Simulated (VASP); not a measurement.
# VSi (P4/mmm) in VASP: a series of runs, part 3 of 3

VASP 6.6.1. Earlier steps stand in the parts before.

**5. Single point, PBE**

This run uses another cell than the first one, of 12.84 Å³/atom.

The input, INCAR:

```
SYSTEM = VSi
PREC     = Accurate       ! precision mode
ENCUT    = 520            ! plane-wave cutoff, eV
EDIFF    = 1E-7           ! SCF threshold, eV
ISMEAR   = 0              ! smearing method
SIGMA    = 0.1            ! smearing width, eV
LREAL    = .False.        ! projectors in reciprocal space
LASPH    = .True.         ! aspherical terms in the spheres
NELM     = 80             ! most SCF steps
ALGO     = Normal         ! electronic algorithm
ISIF     = 2              ! what is computed and relaxed
LWAVE    = .False.        ! write WAVECAR
LCHARG   = .False.        ! write CHGCAR
GGA      = PE             ! functional
NBANDS   = 16             ! bands
```

The input, KPOINTS:

```
regular mesh
0
Gamma
  22 22 14
  0 0 0
```

The input, POSCAR:

```
VSi
1.0
    2.6269177225      0.0000000000      0.0000000000
    0.0000000000      2.6269177225      0.0000000000
    0.0000000000      0.0000000000      3.7212197258
V Si
1 1
Direct
    0.5000000000      0.5000000000      0.5000000000
    0.0000000000      0.0000000000      0.0000000000
```

Potentials or basis: VASP PAW PBE potentials, release 64 (V_sv, Si).

On the command line:

```sh
$ cat potpaw_PBE.64/V_sv/POTCAR potpaw_PBE.64/Si/POTCAR > POTCAR
$ mpirun -np 1 vasp_std > vasp.out
```

OUTCAR:

```text
SYSTEM = VSi
   PREC = Accurate
   ENCUT = 520
   EDIFF = 1E-7
   ISMEAR = 0
   LREAL = .False.
   LASPH = .True.
   NELM = 80
   ISIF = 2
   GGA = PE

 ion  position               nearest neighbor table
   1  0.500  0.500  0.500-   2 2.63   2 2.63   2 2.63   2 2.63   2 2.63   2 2.63   2 2.63   2 2.63

   2  0.000  0.000  0.000-   1 2.63   1 2.63   1 2.63   1 2.63   1 2.63   1 2.63   1 2.63   1 2.63

  LATTYP: Found a simple tetragonal cell.
 ALAT       =     2.6269177225
 C/A-ratio  =     1.4165726219

  Lattice vectors:

[... 645 lines left out ...]

  FORCE on cell =-STRESS in cart. coord.  units (eV):
  Direction    XX          YY          ZZ          XY          YZ          ZX
  --------------------------------------------------------------------------------------
  -------------------------------------------------------------------------------------
  Total        0.0098730      0.0098730      0.0103890      0.0000000      0.0000000      0.0000000
  in kB        0.6160038      0.6160038      0.6481962      0.0000000      0.0000000      0.0000000
  external PRESSURE =       0.6267346 kB  Pullay stress =       0.0000000 kB

 VOLUME and BASIS-vectors are now :
 -----------------------------------------------------------------------------
  energy-cutoff  :      520.00
  volume of cell :       25.68
      direct lattice vectors                 reciprocal lattice vectors
     2.626917722  0.000000000  0.000000000     0.380674275  0.000000000  0.000000000
     0.000000000  2.626917722  0.000000000     0.000000000  0.380674275  0.000000000
     0.000000000  0.000000000  3.721219726     0.000000000  0.000000000  0.268729093

 POSITION                                       TOTAL-FORCE (eV/Angst)
 -----------------------------------------------------------------------------------
      1.31346      1.31346      1.86061         0.000000      0.000000      0.000000
      0.00000      0.00000      0.00000         0.000000      0.000000      0.000000
 -----------------------------------------------------------------------------------
    total drift:                               -0.000000      0.000000      0.000000

  FREE ENERGIE OF THE ION-ELECTRON SYSTEM (eV)
  ---------------------------------------------------
  free  energy   TOTEN  =       -14.9337329590 eV

  energy  without entropy=      -14.9243966812  energy(sigma->0) =      -14.92906482
```

OSZICAR:

```text
N       E                     dE             d eps       ncg     rms          rms(c)
DAV:   1     0.139636293369E+03    0.13964E+03   -0.95818E+03 20352   0.105E+03
DAV:   2    -0.138565842906E+02   -0.15349E+03   -0.14833E+03 21536   0.329E+02
DAV:   3    -0.168026074657E+02   -0.29460E+01   -0.29278E+01 24488   0.506E+01
DAV:   4    -0.168244332808E+02   -0.21826E-01   -0.21824E-01 22432   0.467E+00
DAV:   5    -0.168247762932E+02   -0.34301E-03   -0.34301E-03 24768   0.562E-01    0.209E+01
DAV:   6    -0.157618011076E+02    0.10630E+01   -0.11022E+01 21336   0.385E+01    0.666E+00
DAV:   7    -0.149932672378E+02    0.76853E+00   -0.27138E+00 21936   0.201E+01    0.526E+00
DAV:   8    -0.149366070704E+02    0.56660E-01   -0.22043E-01 21096   0.515E+00    0.674E-01
DAV:   9    -0.149338556112E+02    0.27515E-02   -0.10423E-02 23664   0.133E+00    0.320E-01
DAV:  10    -0.149337528422E+02    0.10277E-03   -0.58529E-04 21960   0.254E-01    0.128E-01
DAV:  11    -0.149337330672E+02    0.19775E-04   -0.84909E-05 23376   0.106E-01    0.415E-02
DAV:  12    -0.149337335006E+02   -0.43341E-06   -0.45785E-06 22304   0.230E-02    0.706E-03
DAV:  13    -0.149337331099E+02    0.39070E-06   -0.51137E-07 23704   0.873E-03    0.257E-03
DAV:  14    -0.149337329618E+02    0.14811E-06   -0.36053E-08 11408   0.222E-03    0.624E-04
DAV:  15    -0.149337329590E+02    0.27935E-08   -0.32166E-09 11192   0.503E-04
   1 F= -.14933733E+02 E0= -.14929065E+02  d E =-.933628E-02
```

stdout:

```text
POSCAR found type information on POSCAR V Si
 POSCAR found :  2 types and       2 ions
 scaLAPACK will be used
 LDA part: xc-table for (Slater+PW92), standard interpolation
 POSCAR, INCAR and KPOINTS ok, starting setup
 FFT: planning ... GRIDC
 FFT: planning ... GRID_SOFT
 FFT: planning ... GRID
 WAVECAR not read
 entering main loop
```

It took 74 s on 1 thread of Intel Xeon 6975P-C (Granite Rapids), shared host; peak memory 0.34 GiB.

What came out:

```yaml
Free_energy: -14.9337 eV
Pressure: 0.1 GPa
Band_gap_on_the_k_mesh: zero (an odd number of electrons rules out a gap without spin polarisation)
```

**6. Relaxation of cell and atoms, PBE**

The input, INCAR:

```
SYSTEM = VSi
PREC     = Accurate       ! precision mode
ENCUT    = 600            ! plane-wave cutoff, eV
EDIFF    = 1E-7           ! SCF threshold, eV
ISMEAR   = 0              ! smearing method
SIGMA    = 0.1            ! smearing width, eV
LREAL    = .FALSE.        ! projectors in reciprocal space
LASPH    = .TRUE.         ! aspherical terms in the spheres
NELM     = 80             ! most SCF steps
ALGO     = Normal         ! electronic algorithm
ISIF     = 3              ! what is computed and relaxed
LWAVE    = .FALSE.        ! write WAVECAR
LCHARG   = .FALSE.        ! write CHGCAR
GGA      = PE             ! functional
IBRION   = 2              ! ionic algorithm
NSW      = 100            ! ionic steps
EDIFFG   = -0.01          ! ionic threshold
```

The input, KPOINTS:

```
Automatic mesh
0
G
  22 22 14
  0 0 0
```

The input, POSCAR:

```
VSi
1.0
    2.6065254566      0.0000000000      0.0000000000
    0.0000000000      2.6065254566      0.0000000000
    0.0000000000      0.0000000000      3.7468273623
V Si
1 1
Direct
    0.5000000000      0.5000000000      0.5000000000
    0.0000000000      0.0000000000      0.0000000000
```

Potentials or basis: VASP PAW PBE potentials, release 64 (V_sv, Si).

On the command line:

```sh
$ cat potpaw_PBE.64/V_sv/POTCAR potpaw_PBE.64/Si/POTCAR > POTCAR
$ mpirun -np 1 vasp_std > vasp.out
```

Wall time 3.3 min (1 thread of Intel Xeon 6975P-C (Granite Rapids), shared host); peak memory 0.38 GiB.

It converged, with:

```
Free energy                           : -14.9337 eV
Relaxed volume                        : 12.84 Å³/atom
Relaxed cell                          : a = 2.627 Å, b = 2.627 Å, c = 3.722 Å, α = 90.00°, β = 90.00°, γ = 90.00°
Space group after relaxing (to 0.1 Å) : P4/mmm (No. 123)
Energy gained by relaxing             : 1.1 meV/atom
Ionic steps                           : 5
Pressure after relaxing               : 0.0 GPa
Band gap on the k mesh                : zero (an odd number of electrons rules out a gap without spin polarisation)
```

The path:
| step | energy change (eV) | largest force (eV/Å) | pressure (GPa) | volume (Å³) |
| --- | --- | --- | --- | --- |
| 1 | 0.0000 | 0.0000 | 1.49 | 25.46 |
| 2 | -0.0008 | 0.0000 | -1.49 | 25.89 |
| 3 | -0.0015 | 0.0000 | -0.30 | 25.71 |
| 4 | -0.0021 | 0.0000 | -0.13 | 25.70 |
| 5 | -0.0023 | 0.0000 | 0.03 | 25.68 |

Final structure:
```xyz
2
Lattice="2.6268 0.0000 0.0000 0.0000 2.6268 0.0000 0.0000 0.0000 3.7218" Properties=species:S:1:pos:R:3 pbc="T T T"
V     1.3134    1.3134    1.8609
Si    0.0000    0.0000    0.0000
```

Levels at points of the mesh, in eV from the Fermi level:
```
           k point  band 6  band 7  band 8  band 9  band 10  band 11
(0.00, 0.00, 0.00)   -3.36   -2.52   -2.29    1.08     1.08     2.26
(0.50, 0.00, 0.00)   -7.33   -3.74   -1.52    0.46     1.51     3.35
(0.50, 0.50, 0.00)   -3.23   -3.23   -1.90   -1.61    -1.61     2.42
(0.00, 0.00, 0.50)   -7.54   -2.04   -0.54    0.45     0.45     2.29
(0.50, 0.00, 0.50)   -5.78   -3.25   -2.50    0.36     0.58     1.19
(0.50, 0.50, 0.50)   -4.86   -4.61   -2.09    1.21     1.59     3.30
```

**7. Overview**

| task | spin | cell | k mesh | cutoff (eV) | gap on the mesh (eV) | pressure (GPa) | relaxed volume (Å³/atom) |
| --- | --- | --- | --- | --- | --- | --- | --- |
| single point | off | a = 2.607, b = 2.607, c = 3.747 Å, 2 atoms | 6 × 6 × 6 | 520 | none | 0.2 | - |
| relaxation of cell and atoms | off | relaxed from a = 2.810, b = 2.810, c = 3.683 Å, 2 atoms | 6 × 6 × 6 | 600 | none | 0.0 | 12.74 |
| single point | collinear, ferromagnetic start | a = 2.810, b = 2.810, c = 3.683 Å, 2 atoms | 6 × 6 × 6 | 520 | none | -16.5 | - |
| single point | off | a = 2.627, b = 2.627, c = 3.721 Å, 2 atoms | 22 × 22 × 14 | 520 | none | 0.1 | - |
| relaxation of cell and atoms | off | relaxed from a = 2.607, b = 2.607, c = 3.747 Å, 2 atoms | 22 × 22 × 14 | 600 | none | 0.0 | 12.84 |

Alike in all rows: level PBE; potentials or basis VASP PAW PBE potentials, release 64 (V_sv, Si); smearing gaussian 0.1 eV.

Caveats: some runs use coarse meshes.

Absolute energies hang on the potentials; compare differences alone.
